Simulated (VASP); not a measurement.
# MgO (Cmcm) in VASP: notebook, part 2 of 3

VASP 6.6.1.

## (5) Single point, PBEsol (mode 5 frozen in at +0.122 Å, strain +e along z and -e/2 along x and y +0.0467)

INCAR reads:

```
SYSTEM = MgO
PREC = Accurate
ENCUT = 520
EDIFF = 1E-7
ISMEAR = 0
SIGMA = 0.05
LREAL = .False.
LASPH = .True.
NELM = 60
ALGO = Normal
ISIF = 2
LWAVE = .False.
LCHARG = .False.
GGA = PS
NBANDS = 16
```

KPOINTS reads:

```
Automatic mesh
0
Gamma
  9 9 6
  0 0 0
```

POSCAR reads:

```
MgO
1.0
    3.4131635912      0.0000000000      0.0000000000
   -1.7065817956      2.9558863772      0.0000000000
    0.0000000000      0.0000000000      4.3906063377
Mg O
2 2
Direct
    0.6868215855      0.3736431710      0.7500000000
    0.3131784145      0.6263568290      0.2500000000
    0.6518268271      0.3036536542      0.2500000000
    0.3481731729      0.6963463458      0.7500000000
```

Potentials or basis: VASP PAW PBE potentials, release 64 (Mg, O).

Launch:

```bash
> cat potpaw_PBE.64/Mg/POTCAR potpaw_PBE.64/O/POTCAR > POTCAR
> mpirun -np 1 vasp_std > vasp.out
```

OUTCAR:

```text
SYSTEM = MgO
   PREC = Accurate
   ENCUT = 520
   EDIFF = 1E-7
   ISMEAR = 0
   LREAL = .False.
   LASPH = .True.
   NELM = 60
   ISIF = 2
   GGA = PS

 ion  position               nearest neighbor table
   1  0.687  0.374  0.750-   4 1.96   4 1.96   4 2.00   3 2.21   3 2.21   2 2.88   2 2.88   2 2.88
                             2 2.88   2 3.11   2 3.11
   2  0.313  0.626  0.250-   3 1.96   3 1.96   3 2.00   4 2.21   4 2.21   1 2.88   1 2.88   1 2.88
                             1 2.88   1 3.11   1 3.11
   3  0.652  0.304  0.250-   2 1.96   2 1.96   2 2.00   1 2.21   1 2.21
   4  0.348  0.696  0.750-   1 1.96   1 1.96   1 2.00   2 2.21   2 2.21

  LATTYP: Found a hexagonal cell.
 ALAT       =     3.4131635912
 C/A-ratio  =     1.2863744208

  Lattice vectors:

 A1 = (   3.4131635912,   0.0000000000,   0.0000000000)
 A2 = (  -1.7065817956,   2.9558863772,   0.0000000000)
 A3 = (   0.0000000000,   0.0000000000,   4.3906063377)

Analysis of symmetry for initial positions (statically):
=====================================================================
 Subroutine PRICEL returns:
 Original cell was already a primitive cell.

 Routine SETGRP: Setting up the symmetry group for a
 hexagonal supercell.

 Subroutine GETGRP returns: Found  8 space group operations
 (whereof  4 operations were pure point group operations)
 out of a pool of 24 trial point group operations.

The static configuration has the point symmetry C_2h.
 The point group associated with its full space group is D_2h.

Analysis of symmetry for dynamics (positions and initial velocities):
=====================================================================
 Subroutine PRICEL returns:
 Original cell was already a primitive cell.

 Routine SETGRP: Setting up the symmetry group for a
 hexagonal supercell.

 Subroutine GETGRP returns: Found  8 space group operations
 (whereof  4 operations were pure point group operations)
 out of a pool of 24 trial point group operations.

The dynamic configuration has the point symmetry C_2h.
 The point group associated with its full space group is D_2h.

 Subroutine INISYM returns: Found  8 space group operations
 (whereof  4 operations are pure point group operations),
 and found     1 'primitive' translations

----------------------------------------------------------------------------------------

                                     Primitive cell

  volume of cell :      44.2965

  direct lattice vectors                    reciprocal lattice vectors
     3.413163591  0.000000000  0.000000000     0.292983320  0.169153999  0.000000000
    -1.706581796  2.955886377  0.000000000     0.000000000  0.338307997  0.000000000
     0.000000000  0.000000000  4.390606338     0.000000000  0.000000000  0.227758975

  length of vectors
     3.413163591  3.413163591  4.390606338     0.338307997  0.338307997  0.227758975

  position of ions in fractional coordinates (direct lattice)
     0.686821585  0.373643171  0.750000000
     0.313178415  0.626356829  0.250000000
     0.651826827  0.303653654  0.250000000
     0.348173173  0.696346346  0.750000000

  ion indices of the primitive-cell ions
   primitive index   ion index
                 1           1
                 2           2
                 3           3
                 4           4

----------------------------------------------------------------------------------------

 KPOINTS: Automatic mesh

[... 46 lines left out ...]
 -0.222222 -0.444444  0.000000      4.000000
  0.444444  0.333333  0.000000      4.000000
 [... further k-points ...]
   k-points           NKPTS =    100   k-points in BZ     NKDIM =    100   number of bands    NBANDS=     16
   number of dos      NEDOS =    301   number of ions     NIONS =      4
   total plane-waves  NPLWV =  28224
   dimension x,y,z NGX =    28 NGY =   28 NGZ =   36
   dimension x,y,z NGXF=    56 NGYF=   56 NGZF=   72
   ions per type =               2   2
   NGX,Y,Z   is equivalent  to a cutoff of  13.64, 13.64, 13.63 a.u.
   NGXF,Y,Z  is equivalent  to a cutoff of  27.28, 27.28, 27.26 a.u.
 SYSTEM =  MgO
   PREC   = accura    normal or accurate (medium, high low for compatibility)
   ISTART =      0    job   : 0-new  1-cont  2-samecut
   ICHARG =      2    charge: 1-file 2-atom 10-const
   ISPIN  =      1    spin polarized calculation?
   LNONCOLLINEAR =      F non collinear calculations
   LSORBIT =      F    spin-orbit coupling
   LASPH  =      T    aspherical Exc in radial PAW
   ENCUT  =  520.0 eV  38.22 Ry    6.18 a.u.   6.35  6.35  8.16*2*pi/ulx,y,z
   NELM   =     60;   NELMIN=  2; NELMDL= -5     # of ELM steps
   EDIFF  = 0.1E-06   stopping-criterion for ELM
   LREAL  =      F    real-space projection
   EDIFFG = 0.1E-05   stopping-criterion for IOM
   NSW    =      0    number of steps for IOM
   IBRION =     -1    ionic relax: 0-MD 1-quasi-New 2-CG
   NFREE  =      0    steps in history (QN), initial steepest desc. (CG)
   ISIF   =      2    stress and relaxation
   ISYM   =      2    0-nonsym 1-usesym 2-fastsym
   POTIM  = 0.5000    time-step for ionic-motion
   TEBEG  =    0.0;   TEEND  =   0.0 temperature during run
   PSTRESS=    0.0 pullay stress
   NELECT =      16.0000    total number of electrons
   NUPDOWN=      -1.0000    fix difference up-down
   EMIN   =  10.00;   EMAX   =-10.00  energy-range for DOS
   EFERMI =   0.00;   METHOD = LEGACY
   ISMEAR =     0;   SIGMA  =   0.05  broadening in eV -4-tet -1-fermi 0-gaus
   EFERMI_NEDOS =   21; number of points for ismear=-14 and -15
   IALGO  =     38    algorithm
   IMIX   =      4    mixing-type and parameters
     AMIX     =   0.40;   BMIX     =  1.00
     AMIX_MAG =   1.60;   BMIX_MAG =  1.00
  volume/ion in A,a.u.               =      11.07        74.73
  Fermi-wavevector in a.u.,A,eV,Ry     =   1.165892  2.203217 18.494461  1.359305
  Thomas-Fermi vector in A             =   2.302412
   LORBIT       =      0    0 simple, 1 ext, 2 COOP (PROOUT), +10 PAW based schemes
   GGA     = PS    functional components
   LHFCALC =     F    Hartree Fock is set to
   AEXX    =    0.0000 exact exchange contribution
   IVDW    =     0    specifies the selected vdW correction
   LEPSILON=     F    determine dielectric tensor
   LRPA    =     F    only Hartree local field effects (RPA)
 non-spin polarized calculation
 Gauss-broadening in eV      SIGMA  =   0.05
  energy-cutoff  :      520.00
  volume of cell :       44.30
 maximum number of plane-waves:      1209
 NGX is ok and might be reduce to    28
   NGX = 13   NGY = 13   NGZ = 17

 number of electron      15.9999997 magnetization

 Free energy of the ion-electron system (eV)
  ---------------------------------------------------
  ext. energy  EPLUGINS =         0.00000000
  ---------------------------------------------------
  free energy    TOTEN  =       -24.56108554 eV

  energy without entropy =      -24.56108554  energy(sigma->0) =      -24.56108554

 E-fermi :   2.1880     XC(G=0): -10.2982

 val. band max:        1.9819631313   @ k =   0.0000   0.0000   0.0000
 cond. band min:       5.0927218778   @ k =   0.0000   0.0000   0.0000
 fundamental gap:      3.1107587466
 Fermi energy:         2.1879963396

 k-point     1 :       0.0000    0.0000    0.0000
  band No.  band energies     occupation
      1     -14.9605      2.00000
      2     -13.6653      2.00000
      3      -1.9196      2.00000
      4       0.1808      2.00000
      5       0.3009      2.00000
      6       0.8097      2.00000
[... 433 lines left out ...]
      3      -1.7817      2.00000
      4      -0.5790      2.00000
      5      -0.4554      2.00000
      6      -0.1530      2.00000
[... 8 lines left out ...]
     15      16.5131      0.00000
     16      17.0128      0.00000

 [... further k-points ...]

------------------------ aborting loop because EDIFF is reached ----------------------------------------

  FORCE on cell =-STRESS in cart. coord.  units (eV):
  Direction    XX          YY          ZZ          XY          YZ          ZX
  --------------------------------------------------------------------------------------
  -------------------------------------------------------------------------------------
  Total        1.7200918      0.5142369     -1.5132031      0.0000000      0.0000000      0.0000000
  in kB       62.2146784     18.5996376    -54.7316393      0.0000000      0.0000000      0.0000000
  external PRESSURE =       8.6942255 kB  Pullay stress =       0.0000000 kB

 VOLUME and BASIS-vectors are now :
 -----------------------------------------------------------------------------
  energy-cutoff  :      520.00
  volume of cell :       44.30
      direct lattice vectors                 reciprocal lattice vectors
     3.413163591  0.000000000  0.000000000     0.292983320  0.169153999  0.000000000
    -1.706581796  2.955886377  0.000000000     0.000000000  0.338307997  0.000000000
     0.000000000  0.000000000  4.390606338     0.000000000  0.000000000  0.227758975

 POSITION                                       TOTAL-FORCE (eV/Angst)
 -----------------------------------------------------------------------------------
      1.70658      1.10445      3.29295         0.000000     -0.789621     -0.000000
      0.00000      1.85144      1.09765        -0.000000      0.789621     -0.000000
      1.70658      0.89757      1.09765         0.000000      0.309458      0.000000
     -0.00000      2.05832      3.29295         0.000000     -0.309458     -0.000000
 -----------------------------------------------------------------------------------
    total drift:                                0.000000     -0.000000      0.000000

  FREE ENERGIE OF THE ION-ELECTRON SYSTEM (eV)
  ---------------------------------------------------
  free  energy   TOTEN  =       -24.5610855399 eV

  energy  without entropy=      -24.5610855399  energy(sigma->0) =      -24.56108554
```

Wall time 86 s (1 thread of Intel Xeon Platinum 8488C (Sapphire Rapids), shared host); peak memory 0.21 GiB.

What came out:

| Quantity | Value |
| --- | --- |
| Free energy | -24.5611 eV |
| Pressure | 0.9 GPa |
| Largest force | 0.790 eV/Å |
| Band gap on the k mesh | 3.11 eV, direct |

Forces in eV/Å, atoms in the order of the input:
```
Mg   0.000 -0.790  0.000
Mg   0.000  0.790  0.000
O    0.000  0.309  0.000
O    0.000 -0.309  0.000
```

Caveat: the cell differs from its parent crystal (mode 5 frozen in at +0.122 Å, strain +e along z and -e/2 along x and y +0.0467); the PAW data sets were made with another functional, which shifts forces and pressure a little.

(Part 2 of 3 ends here.)
